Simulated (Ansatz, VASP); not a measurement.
NaH in VASP and in Ansatz

```
CELL_PARAMETERS angstrom
0.00000 2.37042 2.37042
2.37042 0.00000 2.37042
2.37042 2.37042 0.00000
ATOMIC_POSITIONS crystal
Na 0.00000 0.00000 0.00000
H 0.50000 0.50000 0.50000
```

Change from the starting cell: hydrostatic strain -1.1%.

Alike in both runs: task single point; functional HSE06; k mesh 6 × 6 × 6; no spin polarisation.

```csv
,VASP,Ansatz
version,VASP 6.6.1,Ansatz 0.2.0
potentials or method,"VASP PAW PBE potentials, release 64 (Na_pv, H)","plane waves, PAW"
plane-wave cutoff (eV),520,420
occupations,"gaussian, width 0.01 eV",fixed
valence electrons in the cell,8,10
```

|  | VASP | Ansatz | Ansatz less VASP |
| --- | --- | --- | --- |
| gap on the k mesh at the Fermi level (eV) | 4.96 | 4.97 | +0.005 |
| pressure (GPa) | 1.1 | 1.1 | -0.01 |

VASP's potentials hold 8 valence electrons a cell and Ansatz's 10, so a difference there can come from the potentials and not from the codes. Ansatz's warnings: stress exchange threshold loose, stress scf threshold loose.
